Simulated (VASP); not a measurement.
# PbSe (Clausthalite) (Fm-3m) in VASP: notebook

Aim: see how the results for PbSe (Clausthalite) move with the level of theory and the settings. Levels: PBE, r2SCAN, HSE06. Tasks: single point.

All numbers are computed with VASP 6.6.1; they aren't measurements. Logs are shortened: lines on timing, memory, paths and dates and some standing lists are left out, and cuts for length are marked.

### 1 The cell of the first run

It takes space group Fm-3m (No. 225, cubic). The conventional cell has a = 6.121 Å, b = 6.121 Å, c = 6.121 Å, α = 90.00°, β = 90.00°, γ = 90.00°. Within 4.0 Å of Pb (site symmetry m-3m) lie 6 Se at 3.06 Å. Se (site symmetry m-3m) has 6 Pb at 3.06 Å within 4.0 Å.

### 2 Single point, PBE

File INCAR:

```
  ALGO = Normal
  EDIFF = 1E-6
  ENCUT = 500
  GGA = PE
  GGA_COMPAT = False
  ISIF = 2
  ISMEAR = 0
  LASPH = True
  LCHARG = False
  LREAL = False
  LWAVE = False
  NBANDS = 17
  NELM = 120
  PREC = Accurate
  SIGMA = 0.01
```

File KPOINTS:

```
k-points
0
Gamma
  3 3 3
```

File POSCAR:

```
PbSe
1.0
    0.0000000000      3.0606500000      3.0606500000
    3.0606500000      0.0000000000      3.0606500000
    3.0606500000      3.0606500000      0.0000000000
Pb Se
1 1
Direct
    0.0000000000      0.0000000000      0.0000000000
    0.5000000000      0.5000000000      0.5000000000
```

Potentials or basis: VASP PAW PBE potentials, release 64 (Pb_d, Se).

Started as:

```bash
$ cat potpaw_PBE.64/Pb_d/POTCAR potpaw_PBE.64/Se/POTCAR > POTCAR
$ mpirun -np 1 vasp_std > vasp.out
```

OUTCAR:

```text
EDIFF = 1E-6
   ENCUT = 500
   GGA = PE
   ISIF = 2
   ISMEAR = 0
   LASPH = True
   LREAL = False
   NELM = 120
   PREC = Accurate

 ion  position               nearest neighbor table
   1  0.000  0.000  0.000-   2 3.06   2 3.06   2 3.06   2 3.06   2 3.06   2 3.06
   2  0.500  0.500  0.500-   1 3.06   1 3.06   1 3.06   1 3.06   1 3.06   1 3.06

  LATTYP: Found a face centered cubic cell.
 ALAT       =     6.1213000000

  Lattice vectors:

 A1 = (   0.0000000000,   3.0606500000,   3.0606500000)
 A2 = (   3.0606500000,   0.0000000000,   3.0606500000)
 A3 = (   3.0606500000,   3.0606500000,   0.0000000000)

Analysis of symmetry for initial positions (statically):
=====================================================================
 Subroutine PRICEL returns:
 Original cell was already a primitive cell.

 Routine SETGRP: Setting up the symmetry group for a
 face centered cubic supercell.

 Subroutine GETGRP returns: Found 48 space group operations
 (whereof 48 operations were pure point group operations)
 out of a pool of 48 trial point group operations.

The static configuration has the point symmetry O_h .

Analysis of symmetry for dynamics (positions and initial velocities):
=====================================================================
 Subroutine PRICEL returns:
 Original cell was already a primitive cell.

 Routine SETGRP: Setting up the symmetry group for a
 face centered cubic supercell.

 Subroutine GETGRP returns: Found 48 space group operations
 (whereof 48 operations were pure point group operations)
 out of a pool of 48 trial point group operations.

The dynamic configuration has the point symmetry O_h .

 Subroutine INISYM returns: Found 48 space group operations
 (whereof 48 operations are pure point group operations),
 and found     1 'primitive' translations

----------------------------------------------------------------------------------------

                                     Primitive cell

  volume of cell :      57.3418

  direct lattice vectors                    reciprocal lattice vectors
     0.000000000  3.060650000  3.060650000    -0.163363991  0.163363991  0.163363991
     3.060650000  0.000000000  3.060650000     0.163363991 -0.163363991  0.163363991
     3.060650000  3.060650000  0.000000000     0.163363991  0.163363991 -0.163363991

  length of vectors
     4.328412740  4.328412740  4.328412740     0.282954733  0.282954733  0.282954733

  position of ions in fractional coordinates (direct lattice)
     0.000000000  0.000000000  0.000000000
     0.500000000  0.500000000  0.500000000

  ion indices of the primitive-cell ions
   primitive index   ion index
                 1           1
                 2           2

----------------------------------------------------------------------------------------

 KPOINTS: k-points

Automatic generation of k-mesh.
 Grid dimensions read from file:
 generate k-points for:    3    3    3

 Generating k-lattice:

  Cartesian coordinates                     Fractional coordinates (reciprocal lattice)
    -0.054454664  0.054454664  0.054454664     0.333333333  0.000000000  0.000000000
     0.054454664 -0.054454664  0.054454664     0.000000000  0.333333333  0.000000000
     0.054454664  0.054454664 -0.054454664     0.000000000  0.000000000  0.333333333

  Length of vectors
     0.094318244  0.094318244  0.094318244

  Shift w.r.t. Gamma in fractional coordinates (k-lattice)
     0.000000000  0.000000000  0.000000000

 Subroutine IBZKPT returns following result:
 ===========================================

 Found      4 irreducible k-points:

 Following reciprocal coordinates:
            Coordinates               Weight
  0.000000  0.000000  0.000000      1.000000
  0.333333  0.000000  0.000000      8.000000
  0.333333  0.333333  0.000000      6.000000
 -0.333333  0.333333  0.000000     12.000000
   k-points           NKPTS =      4   k-points in BZ     NKDIM =      4   number of bands    NBANDS=     17
   number of dos      NEDOS =    301   number of ions     NIONS =      2
   total plane-waves  NPLWV =  32768
   dimension x,y,z NGX =    32 NGY =   32 NGZ =   32
   dimension x,y,z NGXF=    64 NGYF=   64 NGZF=   64
   ions per type =               1   1
   NGX,Y,Z   is equivalent  to a cutoff of  12.29, 12.29, 12.29 a.u.
   NGXF,Y,Z  is equivalent  to a cutoff of  24.58, 24.58, 24.58 a.u.
 SYSTEM =  unknown system
   PREC   = accura    normal or accurate (medium, high low for compatibility)
   ISTART =      0    job   : 0-new  1-cont  2-samecut
   ICHARG =      2    charge: 1-file 2-atom 10-const
   ISPIN  =      1    spin polarized calculation?
   LNONCOLLINEAR =      F non collinear calculations
   LSORBIT =      F    spin-orbit coupling
   LASPH  =      T    aspherical Exc in radial PAW
   ENCUT  =  500.0 eV  36.75 Ry    6.06 a.u.   7.89  7.89  7.89*2*pi/ulx,y,z
   NELM   =    120;   NELMIN=  2; NELMDL= -5     # of ELM steps
   EDIFF  = 0.1E-05   stopping-criterion for ELM
   LREAL  =      F    real-space projection
   EDIFFG = 0.1E-04   stopping-criterion for IOM
   NSW    =      0    number of steps for IOM
   IBRION =     -1    ionic relax: 0-MD 1-quasi-New 2-CG
   NFREE  =      0    steps in history (QN), initial steepest desc. (CG)
   ISIF   =      2    stress and relaxation
   ISYM   =      2    0-nonsym 1-usesym 2-fastsym
   POTIM  = 0.5000    time-step for ionic-motion
   TEBEG  =    0.0;   TEEND  =   0.0 temperature during run
   PSTRESS=    0.0 pullay stress
   NELECT =      20.0000    total number of electrons
   NUPDOWN=      -1.0000    fix difference up-down
   EMIN   =  10.00;   EMAX   =-10.00  energy-range for DOS
   EFERMI =   0.00;   METHOD = LEGACY
   ISMEAR =     0;   SIGMA  =   0.01  broadening in eV -4-tet -1-fermi 0-gaus
   EFERMI_NEDOS =   21; number of points for ismear=-14 and -15
   IALGO  =     38    algorithm
   IMIX   =      4    mixing-type and parameters
     AMIX     =   0.40;   BMIX     =  1.00
     AMIX_MAG =   1.60;   BMIX_MAG =  1.00
  volume/ion in A,a.u.               =      28.67       193.48
  Fermi-wavevector in a.u.,A,eV,Ry     =   1.152377  2.177676 18.068159  1.327972
  Thomas-Fermi vector in A             =   2.289028
   LORBIT       =      0    0 simple, 1 ext, 2 COOP (PROOUT), +10 PAW based schemes
   GGA     = PE    functional components
   LHFCALC =     F    Hartree Fock is set to
   AEXX    =    0.0000 exact exchange contribution
   IVDW    =     0    specifies the selected vdW correction
   LEPSILON=     F    determine dielectric tensor
   LRPA    =     F    only Hartree local field effects (RPA)
 non-spin polarized calculation
 Gauss-broadening in eV      SIGMA  =   0.01
  energy-cutoff  :      500.00
  volume of cell :       57.34
 maximum number of plane-waves:      1464
   NGX = 15   NGY = 15   NGZ = 15

 number of electron      20.0000000 magnetization

 Free energy of the ion-electron system (eV)
  ---------------------------------------------------
  ext. energy  EPLUGINS =         0.00000000
  ---------------------------------------------------
  free energy    TOTEN  =        -8.29277897 eV

  energy without entropy =       -8.29277897  energy(sigma->0) =       -8.29277897

 E-fermi :   4.4269     XC(G=0):  -9.5443

 val. band max:        4.3728551258   @ k =   0.3333   0.0000   0.0000
 cond. band min:       6.3958748572   @ k =   0.3333   0.0000   0.0000
 fundamental gap:      2.0230197314
 Fermi energy:         4.4269181046

 k-point     1 :       0.0000    0.0000    0.0000
  band No.  band energies     occupation
      1     -11.7901      2.00000
      2     -11.7901      2.00000
      3     -11.7901      2.00000
      4     -11.7871      2.00000
      5     -11.7871      2.00000
      6      -8.5575      2.00000
      7      -1.2548      2.00000
      8       3.1611      2.00000
      9       3.1611      2.00000
     10       3.1611      2.00000
     11       9.7689      0.00000
     12       9.7689      0.00000
     13       9.7689      0.00000
     14      11.5707      0.00000
     15      11.5707      0.00000
     16      11.5707      0.00000
     17      13.2333      0.00000

 k-point     2 :       0.3333    0.0000    0.0000
  band No.  band energies     occupation
      1     -11.8058      2.00000
      2     -11.8058      2.00000
      3     -11.7876      2.00000
      4     -11.7649      2.00000
      5     -11.7649      2.00000
      6      -7.8409      2.00000
      7      -3.1157      2.00000
      8       3.4294      2.00000
      9       3.4294      2.00000
     10       4.3729      2.00000
     11       6.3959      0.00000
     12       7.3373      0.00000
     13       7.3373      0.00000
     14      12.1437      0.00000
     15      13.6014      0.00000
     16      13.6014      0.00000
     17      16.8779      0.00000

 k-point     3 :       0.3333    0.3333    0.0000
  band No.  band energies     occupation
      1     -11.8717      2.00000
      2     -11.8036      2.00000
      3     -11.7728      2.00000
      4     -11.7571      2.00000
      5     -11.7571      2.00000
      6      -7.5729      2.00000
      7      -2.4977      2.00000
      8       1.8802      2.00000
      9       2.1138      2.00000
     10       2.1138      2.00000
     11       8.9696      0.00000
     12       9.1298      0.00000
     13      10.1596      0.00000
     14      10.1596      0.00000
     15      15.2974      0.00000
     16      15.3136      0.00000
     17      16.2270      0.00000

 k-point     4 :      -0.3333    0.3333    0.0000
  band No.  band energies     occupation
      1     -11.8622      2.00000
      2     -11.7908      2.00000
      3     -11.7827      2.00000
      4     -11.7654      2.00000
      5     -11.7559      2.00000
      6      -7.2063      2.00000
      7      -3.2036      2.00000
      8       0.7694      2.00000
      9       2.6721      2.00000
     10       3.1550      2.00000
     11       7.7434      0.00000
     12       8.3157      0.00000
     13      10.1267      0.00000
     14      11.8924      0.00000
     15      14.3924      0.00000
     16      14.5498      0.00000
     17      16.5876      0.00000

------------------------ aborting loop because EDIFF is reached ----------------------------------------

  FORCE on cell =-STRESS in cart. coord.  units (eV):
  Direction    XX          YY          ZZ          XY          YZ          ZX
  --------------------------------------------------------------------------------------
  -------------------------------------------------------------------------------------
  Total        0.5282879      0.5282879      0.5282879      0.0000000      0.0000000      0.0000000
  in kB       14.7608111     14.7608111     14.7608111      0.0000000      0.0000000      0.0000000
  external PRESSURE =      14.7608111 kB  Pullay stress =       0.0000000 kB

 VOLUME and BASIS-vectors are now :
 -----------------------------------------------------------------------------
  energy-cutoff  :      500.00
  volume of cell :       57.34
      direct lattice vectors                 reciprocal lattice vectors
     0.000000000  3.060650000  3.060650000    -0.163363991  0.163363991  0.163363991
     3.060650000  0.000000000  3.060650000     0.163363991 -0.163363991  0.163363991
     3.060650000  3.060650000  0.000000000     0.163363991  0.163363991 -0.163363991

 POSITION                                       TOTAL-FORCE (eV/Angst)
 -----------------------------------------------------------------------------------
      0.00000      0.00000      0.00000         0.000000      0.000000     -0.000000
      3.06065      3.06065      3.06065        -0.000000     -0.000000      0.000000
 -----------------------------------------------------------------------------------
    total drift:                                0.000000     -0.000000     -0.000000

  FREE ENERGIE OF THE ION-ELECTRON SYSTEM (eV)
  ---------------------------------------------------
  free  energy   TOTEN  =        -8.2927789674 eV

  energy  without entropy=       -8.2927789674  energy(sigma->0) =       -8.29277897
```

It took 4.6 s on 1 thread of Intel Xeon 6975P-C (Granite Rapids), shared host; peak memory 0.17 GiB.

Results:

```yaml
Free_energy: -8.2928 eV
Pressure: 1.5 GPa
```

Caveat: the k points lie up to 0.59 Å⁻¹ apart; this odd mesh misses L, where the gap lies, so gap, dielectric constants and Born charges aren't listed; spin-orbit coupling is left out, which moves the levels of the heavy elements.

### 3 Single point, r2SCAN

POSCAR is that of step 2.

File INCAR.step1:

```
PREC     = Accurate       # precision mode
ENCUT    = 550            # plane-wave cutoff, eV
ISMEAR   = 0              # smearing method
SIGMA    = 0.01           # smearing width, eV
LREAL    = F              # projectors in reciprocal space
LASPH    = T              # aspherical terms in the spheres
NELM     = 120            # most SCF steps
NBANDS   = 17             # bands
GGA      = PE             # functional
ALGO     = Normal         # electronic algorithm
EDIFF    = 1E-5           # SCF threshold, eV
LWAVE    = T              # write WAVECAR
LCHARG   = F              # write CHGCAR
GGA_COMPAT= F
```

File INCAR.step2:

```
PREC     = Accurate       # precision mode
ENCUT    = 550            # plane-wave cutoff, eV
EDIFF    = 1E-6           # SCF threshold, eV
ISMEAR   = 0              # smearing method
SIGMA    = 0.01           # smearing width, eV
LREAL    = F              # projectors in reciprocal space
LASPH    = T              # aspherical terms in the spheres
NELM     = 120            # most SCF steps
ALGO     = Normal         # electronic algorithm
ISIF     = 2              # what is computed and relaxed
LWAVE    = F              # write WAVECAR
LCHARG   = F              # write CHGCAR
METAGGA  = R2SCAN         # meta-GGA
LMIXTAU  = T            
NBANDS   = 17             # bands
ISTART   = 1            
GGA_COMPAT= F
```

File KPOINTS:

```
Automatic mesh
0
Gamma
  3 3 3
```

Potentials or basis: VASP PAW PBE potentials, release 64 (Pb_d, Se).

Started as:

```bash
$ cat potpaw_PBE.64/Pb_d/POTCAR potpaw_PBE.64/Se/POTCAR > POTCAR
$ cp INCAR.step1 INCAR
$ mpirun -np 1 vasp_std > vasp.out
$ cp INCAR.step2 INCAR
$ mpirun -np 1 vasp_std > vasp.out
```

Wall time 26 s (1 thread of Intel Xeon 6975P-C (Granite Rapids), shared host); peak memory 0.21 GiB.

Results (log left out):

```yaml
Free_energy: -72.0290 eV
Pressure: 0.8 GPa
```

Levels at points of the mesh, in eV from the Fermi level:
```csv
k point,band 7,band 8,band 9,band 10,band 11,band 12,band 13,band 14
"(0.00, 0.00, 0.00)",-5.80,-1.49,-1.49,-1.49,5.60,5.60,5.60,7.52
```

Caveat: the k points lie up to 0.59 Å⁻¹ apart; this odd mesh misses L, where the gap lies, so gap, dielectric constants and Born charges aren't listed; the PAW data sets were made with another functional, which shifts forces and pressure a little; spin-orbit coupling is left out, which moves the levels of the heavy elements.

### 4 Single point, HSE06

POSCAR is that of step 3.

File INCAR.step1:

```
PREC = Accurate
ENCUT = 400
EDIFF = 1E-5
ISMEAR = 0
SIGMA = 0.01
LREAL = False
LASPH = True
NELM = 120
ALGO = Normal
ISIF = 2
LWAVE = True
LCHARG = False
NBANDS = 17
GGA = PE
GGA_COMPAT = False
```

File INCAR.step2:

```
PREC = Accurate
ENCUT = 400
EDIFF = 1E-6
ISMEAR = 0
SIGMA = 0.01
LREAL = False
LASPH = True
NELM = 120
ALGO = Normal
ISIF = 2
LWAVE = False
LCHARG = False
GGA = PE
LHFCALC = True
HFSCREEN = 0.2079
PRECFOCK = Normal
NBANDS = 17
ISTART = 1
GGA_COMPAT = False
```

File KPOINTS:

```
regular mesh
0
Gamma
  3 3 3
```

Started as:

```bash
$ cat potpaw_PBE.64/Pb_d/POTCAR potpaw_PBE.64/Se/POTCAR > POTCAR
$ cp INCAR.step1 INCAR
$ mpirun -np 1 vasp_std > vasp.out
$ cp INCAR.step2 INCAR
$ mpirun -np 1 vasp_std > vasp.out
```

Wall time 74 s (1 thread of Intel Xeon 6975P-C (Granite Rapids), shared host); peak memory 0.25 GiB.

Results (log left out):

| Property | Result |
| --- | --- |
| Free energy | -9.8444 eV |
| Pressure | 0.2 GPa |

Levels at points of the mesh, in eV from the Fermi level:
| k point | band 8 | band 9 | band 10 | band 11 | band 12 | band 13 |
| --- | --- | --- | --- | --- | --- | --- |
| (0.00, 0.00, 0.00) | -1.59 | -1.59 | -1.59 | 6.14 | 6.14 | 6.14 |

Caveat: the k points lie up to 0.59 Å⁻¹ apart; this odd mesh misses L, where the gap lies, so gap, dielectric constants and Born charges aren't listed; the PAW data sets were made with another functional, which shifts forces and pressure a little; spin-orbit coupling is left out, which moves the levels of the heavy elements.

### 5 The runs side by side

```tsv
level	cutoff (eV)	grid for exact exchange (PRECFOCK)	screening parameter	pressure (GPa)
PBE	500	-	-	1.5
r2SCAN	550	-	-	0.8
HSE06	400	Normal	0.2079 1/Å	0.2
```

Alike in all rows: task single point; potentials or basis VASP PAW PBE potentials, release 64 (Pb_d, Se); no spin polarisation; cell as given; k mesh 3 × 3 × 3; smearing gaussian 0.01 eV.

Caveats: all runs use coarse meshes; spin-orbit coupling is left out, which moves the levels of the heavy elements; the PAW data sets were made with another functional, which shifts forces and pressure a little (some runs).

Absolute energies hang on the potentials; compare differences alone.
